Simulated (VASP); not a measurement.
Wanted: the native input for a VASP 6.6.1 run.

| Item | Value |
| --- | --- |
| Task | single point |
| Functional | r2SCAN |
| Potentials or basis | VASP PAW PBE potentials, release 64 (Pb_d, Te) |
| Cutoff | 520 eV |
| k mesh | 7 × 7 × 7 |
| Occupations | fermi-dirac, width 0.05 eV |
| Spin | non-collinear spin, zero start, spin-orbit coupling |
| Starting moments | [[0.0, 0.0, 0.0], [0.0, 0.0, 0.0]] μB |
| Dipole correction | no |
| Further INCAR settings | ALGO = Normal; EDIFF = 1e-06; NBANDS = 32 |

TePb:

```xyz
2
Lattice="0.0000 3.2944 3.2944 3.2944 0.0000 3.2944 3.2944 3.2944 0.0000" Properties=species:S:1:pos:R:3 pbc="T T T"
Pb    0.0000    0.0000    0.0000
Te    3.2944    3.2944    3.2944
```

The input as run:

POSCAR

```
TePb
1.0
    0.0000000000      3.2943690292      3.2943690292
    3.2943690292      0.0000000000      3.2943690292
    3.2943690292      3.2943690292      0.0000000000
Pb Te
1 1
Direct
    0.0000000000      0.0000000000      0.0000000000
    0.5000000000      0.5000000000      0.5000000000
```

INCAR.step1

```
SYSTEM = TePb
PREC = Accurate ; ENCUT = 520
ISMEAR = -1 ; SIGMA = 0.05
LREAL = .False. ; LASPH = .True.
NELM = 150 ; LNONCOLLINEAR = .True.
MAGMOM = 0 0 0 0 0 0 ; LSORBIT = .True.
GGA_COMPAT = .False. ; NBANDS = 32
GGA = PE ; ALGO = Normal
EDIFF = 1E-4 ; LWAVE = .True.
LCHARG = .False.
```

INCAR.step2

```
SYSTEM = TePb
PREC = Accurate ; ENCUT = 520
EDIFF = 1E-6 ; ISMEAR = -1
SIGMA = 0.05 ; LREAL = .False.
LASPH = .True. ; NELM = 150
ALGO = Normal ; ISIF = 2
LWAVE = .False. ; LCHARG = .True.
LNONCOLLINEAR = .True. ; MAGMOM = 0 0 0 0 0 0
LORBIT = 11 ; LSORBIT = .True.
GGA_COMPAT = .False. ; LORBMOM = .True.
METAGGA = R2SCAN ; LMIXTAU = .True.
LVHAR = .True. ; NBANDS = 32
ISTART = 1
```

KPOINTS

```
Automatic mesh
0
Gamma
  7 7 7
  0 0 0
```

Potentials or basis: VASP PAW PBE potentials, release 64 (Pb_d, Te).

The run is started by

```console
$ cat potpaw_PBE.64/Pb_d/POTCAR potpaw_PBE.64/Te/POTCAR > POTCAR
$ cp INCAR.step1 INCAR
$ mpirun -np 1 vasp_ncl > vasp.out
$ cp INCAR.step2 INCAR
$ mpirun -np 1 vasp_ncl > vasp.out
```

It gave:

```
Pressure                                              : -1.0 GPa
Net moment                                            : 0.00 μB per cell
Valence electrons inside the program's atomic spheres : Pb 11.83; Te 3.41
```

Caveat: the PAW data sets were made with another functional, which shifts forces and pressure a little.

It took 4 min on 1 thread of Intel(R) Xeon(R) 6975P-C (Granite Rapids), with other jobs on the host, peak memory 0.48 GiB.
